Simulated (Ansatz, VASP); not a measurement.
# SbW in VASP and in Ansatz

```xyz
2
Lattice="3.2534 0.0000 0.0000 0.0000 3.2534 0.0000 0.0000 0.0000 3.2534" Properties=species:S:1:pos:R:3 pbc="T T T"
W     0.0000    0.0000    0.0000
Sb    1.6267    1.6267    1.6267
```

Alike in both runs: task relaxation of cell and atoms; functional PBE; k mesh 12 × 12 × 12; occupations fermi-dirac, width 0.08 eV; no spin polarisation.

```csv
,VASP,Ansatz
version,VASP 6.6.1,Ansatz 0.2.0
potentials or method,"VASP PAW PBE potentials, release 64 (W_sv, Sb)","PAW with Ansatz's default frozen-core files, scalar-relativistic"
plane-wave cutoff (eV),600,420
valence electrons in the cell,19,29
```

|  | VASP | Ansatz | Ansatz less VASP |
| --- | --- | --- | --- |
| relaxed volume (Å³/atom) | 18.46 | 18.46 | -0.005 |
| relaxed length of the cell vector where the two differ most in proportion (Å) | 3.330 | 3.330 | -0.0003 |

VASP's potentials hold 19 valence electrons a cell and Ansatz's 29, so a difference there can come from the potentials and not from the codes.

Neither program's run includes spin-orbit coupling.
